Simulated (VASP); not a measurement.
Here is a VASP 6.6.1 calculation.

The input INCAR:

```
SYSTEM = HF
PREC = Accurate
ENCUT = 520
EDIFF = 1E-7
ISMEAR = -1
SIGMA = 0.02
LREAL = .False.
LASPH = .True.
NELM = 100
ALGO = Normal
ISIF = 2
LWAVE = .False.
LCHARG = .True.
GGA = PE
LELF = .True.
LVHAR = .True.
NBANDS = 36
```

File KPOINTS:

```
regular mesh
0
Gamma
  1 1 1
  0 0 0
```

The input POSCAR:

```
HF
1.0
    5.6836090000      0.0000000000      0.0000000000
    0.0000000000      5.6836090000      0.0000000000
    0.0000000000      0.0000000000      5.6836090000
F H
6 6
Direct
    0.4203667071     -0.0896085568      0.3677944771
   -0.1767011066      0.0265324374      0.9116918493
    0.8919156824      0.2287630975      0.5229247825
    0.3404175058      0.2578819197      0.0804594405
    0.7791000401      0.6514346782      0.4104258403
    0.5279040131      0.6504493888      0.8758871344
    0.4027722526      0.0222042016      0.2419765329
   -0.1177420896      0.1091911847      0.8010051360
    0.9163719742      0.3929369526      0.5364197291
    0.4745928159      0.3176502817      0.0060876813
    0.6738148243      0.7778860228      0.4340200038
    0.5596795979      0.7869119779      0.7854340438
```

Potentials or basis: VASP PAW PBE potentials, release 64 (F, H).

Run with:

```bash
$ cat potpaw_PBE.64/F/POTCAR potpaw_PBE.64/H/POTCAR > POTCAR
$ mpirun -np 1 vasp_gam > vasp.out
```

Problem. What does it give for the band gap on the k mesh?

Solution. 6.90 eV.

Problem. What does it give for the pressure?

Solution. 2.3 GPa.

Stress tensor (GPa, compression positive):
```
 1.24  1.37 -2.47
 1.37  2.23 -2.51
-2.47 -2.51  3.37
```

Caveat: the k points lie up to 1.11 Å⁻¹ apart.
